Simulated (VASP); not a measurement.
# La (P6_3/mmc) in VASP: further runs

Runs on La. Level: PBE. Tasks: electric field gradients.

All numbers are computed with VASP 6.6.1; they aren't measurements. Logs are shortened: lines on timing, memory, paths and dates and some standing lists are left out, and cuts for length are marked.

## Step 1: The cell of the first run

It takes space group P6_3/mmc (No. 194, hexagonal). Conventional cell: a = 3.706 Å, b = 3.706 Å, c = 5.953 Å, α = 90.00°, β = 90.00°, γ = 120.00°. Within 4.8 Å of La (site symmetry -6m2) lie 12 La at 3.67 to 3.71 Å.

## Step 2: Electric field gradients, PBE (volume scaled by 0.9405)

INCAR

```
SYSTEM = La
PREC     = Accurate       ! precision mode
ENCUT    = 520            ! plane-wave cutoff, eV
EDIFF    = 1E-8           ! SCF threshold, eV
ISMEAR   = -1             ! smearing method
SIGMA    = 0.05           ! smearing width, eV
LREAL    = .False.        ! projectors in reciprocal space
LASPH    = .True.         ! aspherical terms in the spheres
NELM     = 100            ! most SCF steps
ALGO     = Normal         ! electronic algorithm
ISIF     = 2              ! what is computed and relaxed
LWAVE    = .False.        ! write WAVECAR
LCHARG   = .False.        ! write CHGCAR
GGA      = PE             ! functional
LEFG     = .True.       
NBANDS   = 18             ! bands
```

KPOINTS

```
regular mesh
0
Gamma
  12 12 7
  0 0 0
```

POSCAR

```
La
1.0
    3.7064888893      0.0000000000      0.0000000000
   -1.8532444446      3.2099135370      0.0000000000
    0.0000000000      0.0000000000      5.9531465966
La
2
Direct
    0.3333333333      0.6666666667      0.2500000000
    0.6666666667      0.3333333333      0.7500000000
```

Potentials or basis: VASP PAW PBE potentials, release 64 (La).

Command:

```sh
$ cat potpaw_PBE.64/La/POTCAR > POTCAR
$ mpirun -np 1 vasp_std > vasp.out
```

OUTCAR:

```text
SYSTEM = La
   PREC = Accurate
   ENCUT = 520
   EDIFF = 1E-8
   ISMEAR = -1
   LREAL = .False.
   LASPH = .True.
   NELM = 100
   ISIF = 2
   GGA = PE

 ion  position               nearest neighbor table
   1  0.333  0.667  0.250-   2 3.67   2 3.67   2 3.67   2 3.67   2 3.67   2 3.67
   2  0.667  0.333  0.750-   1 3.67   1 3.67   1 3.67   1 3.67   1 3.67   1 3.67

  LATTYP: Found a hexagonal cell.
 ALAT       =     3.7064888893
 C/A-ratio  =     1.6061417623

  Lattice vectors:

 A1 = (   3.7064888893,   0.0000000000,   0.0000000000)
 A2 = (  -1.8532444446,   3.2099135370,   0.0000000000)
 A3 = (   0.0000000000,   0.0000000000,   5.9531465966)

Analysis of symmetry for initial positions (statically):
=====================================================================
 Subroutine PRICEL returns:
 Original cell was already a primitive cell.

 Routine SETGRP: Setting up the symmetry group for a
 hexagonal supercell.

 Subroutine GETGRP returns: Found 24 space group operations
 (whereof 12 operations were pure point group operations)
 out of a pool of 24 trial point group operations.

The static configuration has the point symmetry D_3d.
 The point group associated with its full space group is D_6h.

Analysis of symmetry for dynamics (positions and initial velocities):
=====================================================================
 Subroutine PRICEL returns:
 Original cell was already a primitive cell.

 Routine SETGRP: Setting up the symmetry group for a
 hexagonal supercell.

 Subroutine GETGRP returns: Found 24 space group operations
 (whereof 12 operations were pure point group operations)
 out of a pool of 24 trial point group operations.

The dynamic configuration has the point symmetry D_3d.
 The point group associated with its full space group is D_6h.

 Subroutine INISYM returns: Found 24 space group operations
 (whereof 12 operations are pure point group operations),
 and found     1 'primitive' translations

----------------------------------------------------------------------------------------

                                     Primitive cell

  volume of cell :      70.8276

  direct lattice vectors                    reciprocal lattice vectors
     3.706488889  0.000000000  0.000000000     0.269797113  0.155767436  0.000000000
    -1.853244445  3.209913537  0.000000000     0.000000000  0.311534871  0.000000000
     0.000000000  0.000000000  5.953146597     0.000000000  0.000000000  0.167978393

  length of vectors
     3.706488889  3.706488889  5.953146597     0.311534871  0.311534871  0.167978393

  position of ions in fractional coordinates (direct lattice)
     0.333333333  0.666666667  0.250000000
     0.666666667  0.333333333  0.750000000

  ion indices of the primitive-cell ions
   primitive index   ion index
                 1           1
                 2           2

----------------------------------------------------------------------------------------

 KPOINTS: regular mesh

Automatic generation of k-mesh.
 Grid dimensions read from file:
 generate k-points for:   12   12    7

 Generating k-lattice:

  Cartesian coordinates                     Fractional coordinates (reciprocal lattice)
     0.022483093  0.012980620  0.000000000     0.083333333  0.000000000  0.000000000
     0.000000000  0.025961239  0.000000000     0.000000000  0.083333333  0.000000000
     0.000000000  0.000000000  0.023996913     0.000000000  0.000000000  0.142857143

  Length of vectors
     0.025961239  0.025961239  0.023996913

  Shift w.r.t. Gamma in fractional coordinates (k-lattice)
     0.000000000  0.000000000  0.000000000

 Subroutine IBZKPT returns following result:
 ===========================================

 Found     76 irreducible k-points:

 Following reciprocal coordinates:
            Coordinates               Weight
  0.000000  0.000000  0.000000      1.000000
  0.083333 -0.000000  0.000000      6.000000
  0.166667  0.000000  0.000000      6.000000
  0.250000 -0.000000  0.000000      6.000000
  0.333333  0.000000  0.000000      6.000000
  0.416667  0.000000  0.000000      6.000000
[... 16 lines left out ...]
  0.250000 -0.000000  0.142857     12.000000
  0.333333  0.000000  0.142857     12.000000
 [... further k-points ...]
   k-points           NKPTS =     76   k-points in BZ     NKDIM =     76   number of bands    NBANDS=     18
   number of dos      NEDOS =    301   number of ions     NIONS =      2
   total plane-waves  NPLWV =  37632
   dimension x,y,z NGX =    28 NGY =   28 NGZ =   48
   dimension x,y,z NGXF=    56 NGYF=   56 NGZF=   96
   ions per type =               2
   NGX,Y,Z   is equivalent  to a cutoff of  12.56, 12.56, 13.40 a.u.
   NGXF,Y,Z  is equivalent  to a cutoff of  25.12, 25.12, 26.81 a.u.
 SYSTEM =  La
   PREC   = accura    normal or accurate (medium, high low for compatibility)
   ISTART =      0    job   : 0-new  1-cont  2-samecut
   ICHARG =      2    charge: 1-file 2-atom 10-const
   ISPIN  =      1    spin polarized calculation?
   LNONCOLLINEAR =      F non collinear calculations
   LSORBIT =      F    spin-orbit coupling
   LASPH  =      T    aspherical Exc in radial PAW
   ENCUT  =  520.0 eV  38.22 Ry    6.18 a.u.   6.89  6.89 11.07*2*pi/ulx,y,z
   NELM   =    100;   NELMIN=  2; NELMDL= -5     # of ELM steps
   EDIFF  = 0.1E-07   stopping-criterion for ELM
   LREAL  =      F    real-space projection
   EDIFFG = 0.1E-06   stopping-criterion for IOM
   NSW    =      0    number of steps for IOM
   IBRION =     -1    ionic relax: 0-MD 1-quasi-New 2-CG
   NFREE  =      0    steps in history (QN), initial steepest desc. (CG)
   ISIF   =      2    stress and relaxation
   ISYM   =      2    0-nonsym 1-usesym 2-fastsym
   POTIM  = 0.5000    time-step for ionic-motion
   TEBEG  =    0.0;   TEEND  =   0.0 temperature during run
   PSTRESS=    0.0 pullay stress
   NELECT =      22.0000    total number of electrons
   NUPDOWN=      -1.0000    fix difference up-down
   EMIN   =  10.00;   EMAX   =-10.00  energy-range for DOS
   EFERMI =   0.00;   METHOD = LEGACY
   ISMEAR =    -1;   SIGMA  =   0.05  broadening in eV -4-tet -1-fermi 0-gaus
   EFERMI_NEDOS =   21; number of points for ismear=-14 and -15
   IALGO  =     38    algorithm
   IMIX   =      4    mixing-type and parameters
     AMIX     =   0.40;   BMIX     =  1.00
     AMIX_MAG =   1.60;   BMIX_MAG =  1.00
  volume/ion in A,a.u.               =      35.41       238.98
  Fermi-wavevector in a.u.,A,eV,Ry     =   1.108702  2.095143 16.724557  1.229220
  Thomas-Fermi vector in A             =   2.245233
   LORBIT       =      0    0 simple, 1 ext, 2 COOP (PROOUT), +10 PAW based schemes
   GGA     = PE    functional components
   LHFCALC =     F    Hartree Fock is set to
   AEXX    =    0.0000 exact exchange contribution
   IVDW    =     0    specifies the selected vdW correction
   LEPSILON=     F    determine dielectric tensor
   LRPA    =     F    only Hartree local field effects (RPA)
 non-spin polarized calculation
  energy-cutoff  :      520.00
  volume of cell :       70.83
 maximum number of plane-waves:      1926
 NGX is ok and might be reduce to    28
   NGX = 13   NGY = 13   NGZ = 23

 number of electron      22.0000001 magnetization

 Free energy of the ion-electron system (eV)
  ---------------------------------------------------
  ext. energy  EPLUGINS =         0.00000000
  ---------------------------------------------------
  free energy    TOTEN  =        -9.70581744 eV

  energy without entropy =       -9.67595428  energy(sigma->0) =       -9.69088586

 E-fermi :   8.3119     XC(G=0):  -9.7557

 val. band max:        8.3012786792   @ k =   0.2500  -0.0000   0.1429
 cond. band min:       8.3184716586   @ k =   0.1667   0.0833   0.0000
 fundamental gap:      0.0171929794
 Fermi energy:         8.3118992264

 k-point     1 :       0.0000    0.0000    0.0000
  band No.  band energies     occupation
      1     -24.4788      2.00000
      2     -24.2277      2.00000
      3      -8.9713      2.00000
      4      -7.6120      2.00000
      5      -7.6120      2.00000
      6      -7.3936      2.00000
[... 10 lines left out ...]
     17      10.0534      0.00000
     18      10.2014      0.00000

 k-point     2 :       0.0833   -0.0000    0.0000
  band No.  band energies     occupation
      1     -24.4655      2.00000
      2     -24.2217      2.00000
      3      -8.9384      2.00000
      4      -7.6981      2.00000
      5      -7.6392      2.00000
      6      -7.4819      2.00000
[... 10 lines left out ...]
     17      10.0872      0.00000
     18      10.0887      0.00000
[... 442 lines left out ...]
 k-point    24 :       0.3333    0.0000    0.1429
  band No.  band energies     occupation
      1     -24.3096      2.00000
      2     -24.1776      2.00000
      3      -8.6540      2.00000
      4      -8.3893      2.00000
      5      -8.2736      2.00000
      6      -7.8680      2.00000
[... 10 lines left out ...]
     17      10.1976      0.00000
     18      10.2858      0.00000

 [... further k-points ...]
[... 5 lines left out ...]
  --------------------------------------------------------------------------------------
  -------------------------------------------------------------------------------------
  Total        0.7575569      0.7575569      0.8582127      0.0000000     -0.0000000      0.0000000
  in kB       17.1365427     17.1365427     19.4134578      0.0000000     -0.0000000      0.0000000
  external PRESSURE =      17.8955144 kB  Pullay stress =       0.0000000 kB

 VOLUME and BASIS-vectors are now :
 -----------------------------------------------------------------------------
  energy-cutoff  :      520.00
  volume of cell :       70.83
      direct lattice vectors                 reciprocal lattice vectors
     3.706488889  0.000000000  0.000000000     0.269797113  0.155767436  0.000000000
    -1.853244445  3.209913537  0.000000000     0.000000000  0.311534871  0.000000000
     0.000000000  0.000000000  5.953146597     0.000000000  0.000000000  0.167978393

 POSITION                                       TOTAL-FORCE (eV/Angst)
 -----------------------------------------------------------------------------------
     -0.00000      2.13994      1.48829         0.000000     -0.000000      0.000000
      1.85324      1.06997      4.46486        -0.000000      0.000000      0.000000
 -----------------------------------------------------------------------------------
    total drift:                               -0.000000      0.000000     -0.000000

  FREE ENERGIE OF THE ION-ELECTRON SYSTEM (eV)
  ---------------------------------------------------
  free  energy   TOTEN  =        -9.7058174372 eV

  energy  without entropy=       -9.6759542778  energy(sigma->0) =       -9.69088586

 Electric field gradients (V/A^2)
---------------------------------------------------------------------
 ion       V_xx      V_yy      V_zz      V_xy      V_xz      V_yz
---------------------------------------------------------------------
   1     -11.038   -11.038    22.076     0.000     0.000    -0.000
   2     -11.038   -11.038    22.076     0.000    -0.000     0.000
---------------------------------------------------------------------

 Electric field gradients after diagonalization (V/A^2)
 (convention: |V_zz| > |V_xx| > |V_yy|)
----------------------------------------------------------------------
 ion       V_xx      V_yy      V_zz     asymmetry (V_yy - V_xx)/ V_zz
----------------------------------------------------------------------
   1     -11.038   -11.038    22.076       0.000
   2     -11.038   -11.038    22.076       0.000
----------------------------------------------------------------------

           NMR quadrupolar parameters

 Cq : quadrupolar parameter    Cq=e*Q*V_zz/h
 eta: asymmetry parameters     (V_yy - V_xx)/ V_zz
 Q  : nuclear electric quadrupole moment in mb (millibarn)
----------------------------------------------------------------------
 ion       Cq(MHz)       eta       Q (mb)
----------------------------------------------------------------------
   1       0.053       0.000       1.000
   2       0.053       0.000       1.000
----------------------------------------------------------------------
```

Run time: 2.3 min. Hardware: 1 thread of Oxide Virtual Turin-like, shared host; peak memory 0.22 GiB.

What came out:

- Free energy: -9.7058 eV
- Pressure: 1.8 GPa
- Band gap on the k mesh: zero (band 11 reaches 9.46 eV, above the bottom of band 12 at 8.05 eV)

Stress tensor (GPa, compression positive):
```
1.71 0.00 0.00
0.00 1.71 0.00
0.00 0.00 1.94
```

Electric field gradients, principal values (V/Å²):
| atom | least | middle | greatest (by size) |
| --- | --- | --- | --- |
| 1 La | -11.038 | -11.038 | 22.076 |
| 2 La | -11.038 | -11.038 | 22.076 |

Caveat: without QUAD_EFG the Cq values of the log hold for a quadrupole moment of 1 mb, not for the nuclei; spin-orbit coupling is left out, which moves the levels of the heavy elements.

## Step 3: Electric field gradients, PBE (volume scaled by 0.98)

INCAR

```
PREC = Accurate
ENCUT = 520
EDIFF = 1E-8
ISMEAR = -1
SIGMA = 0.05
LREAL = F
LASPH = T
NELM = 100
ALGO = Normal
ISIF = 2
LWAVE = F
LCHARG = F
GGA = PE
LEFG = T
NBANDS = 18
```

KPOINTS

```
regular mesh
0
Gamma
  12 12 7
```

POSCAR

```
La
1.0
    3.7576684744      0.0000000000      0.0000000000
   -1.8788342372      3.2542363578      0.0000000000
    0.0000000000      0.0000000000      6.0353482655
La
2
Direct
    0.3333333333      0.6666666667      0.2500000000
    0.6666666667      0.3333333333      0.7500000000
```

Potentials or basis: VASP PAW PBE potentials, release 64 (La).

Command:

```sh
$ cat potpaw_PBE.64/La/POTCAR > POTCAR
$ mpirun -np 1 vasp_std > vasp.out
```

OUTCAR:

```text
PREC = Accurate
   ENCUT = 520
   EDIFF = 1E-8
   ISMEAR = -1
   LREAL = F
   LASPH = T
   NELM = 100
   ISIF = 2
   GGA = PE

 ion  position               nearest neighbor table
   1  0.333  0.667  0.250-
   2  0.667  0.333  0.750-

  LATTYP: Found a hexagonal cell.
 ALAT       =     3.7576684744
 C/A-ratio  =     1.6061417623

  Lattice vectors:

 A1 = (   3.7576684744,   0.0000000000,   0.0000000000)
 A2 = (  -1.8788342372,   3.2542363578,   0.0000000000)
 A3 = (   0.0000000000,   0.0000000000,   6.0353482655)

Analysis of symmetry for initial positions (statically):
=====================================================================
 Subroutine PRICEL returns:
 Original cell was already a primitive cell.

 Routine SETGRP: Setting up the symmetry group for a
 hexagonal supercell.

 Subroutine GETGRP returns: Found 24 space group operations
 (whereof 12 operations were pure point group operations)
 out of a pool of 24 trial point group operations.
[... 692 lines left out ...]
      direct lattice vectors                 reciprocal lattice vectors
     3.757668474  0.000000000  0.000000000     0.266122466  0.153645877  0.000000000
    -1.878834237  3.254236358  0.000000000     0.000000000  0.307291755  0.000000000
     0.000000000  0.000000000  6.035348265     0.000000000  0.000000000  0.165690521

 POSITION                                       TOTAL-FORCE (eV/Angst)
 -----------------------------------------------------------------------------------
     -0.00000      2.16949      1.50884        -0.000000     -0.000000      0.000000
      1.87883      1.08475      4.52651         0.000000      0.000000      0.000000
 -----------------------------------------------------------------------------------
    total drift:                               -0.000000      0.000000     -0.000000

  FREE ENERGIE OF THE ION-ELECTRON SYSTEM (eV)
  ---------------------------------------------------
  free  energy   TOTEN  =        -9.7285141913 eV

  energy  without entropy=       -9.6980555682  energy(sigma->0) =       -9.71328488

 Electric field gradients (V/A^2)
---------------------------------------------------------------------
 ion       V_xx      V_yy      V_zz      V_xy      V_xz      V_yz
---------------------------------------------------------------------
   1     -10.089   -10.089    20.178     0.001     0.000    -0.000
   2     -10.089   -10.089    20.178     0.001    -0.000     0.000
---------------------------------------------------------------------

 Electric field gradients after diagonalization (V/A^2)
 (convention: |V_zz| > |V_xx| > |V_yy|)
----------------------------------------------------------------------
 ion       V_xx      V_yy      V_zz     asymmetry (V_yy - V_xx)/ V_zz
----------------------------------------------------------------------
   1     -10.090   -10.089    20.178       0.000
   2     -10.090   -10.089    20.178       0.000
----------------------------------------------------------------------

           NMR quadrupolar parameters

 Cq : quadrupolar parameter    Cq=e*Q*V_zz/h
 eta: asymmetry parameters     (V_yy - V_xx)/ V_zz
 Q  : nuclear electric quadrupole moment in mb (millibarn)
----------------------------------------------------------------------
 ion       Cq(MHz)       eta       Q (mb)
----------------------------------------------------------------------
   1       0.049       0.000       1.000
   2       0.049       0.000       1.000
----------------------------------------------------------------------
```

Wall time 2.4 min (1 thread of Oxide Virtual Turin-like, shared host); peak memory 0.23 GiB.

What came out:

| Property | Result |
| --- | --- |
| Free energy | -9.7285 eV |
| Pressure | 0.6 GPa |
| Band gap on the k mesh | zero (band 11 reaches 9.04 eV, above the bottom of band 12 at 7.69 eV) |

Electric field gradients, principal values (V/Å²):
```tsv
atom	least	middle	greatest (by size)
1 La	-10.089	-10.090	20.178
2 La	-10.089	-10.090	20.178
```

Caveat: without QUAD_EFG the Cq values of the log hold for a quadrupole moment of 1 mb, not for the nuclei; spin-orbit coupling is left out, which moves the levels of the heavy elements.
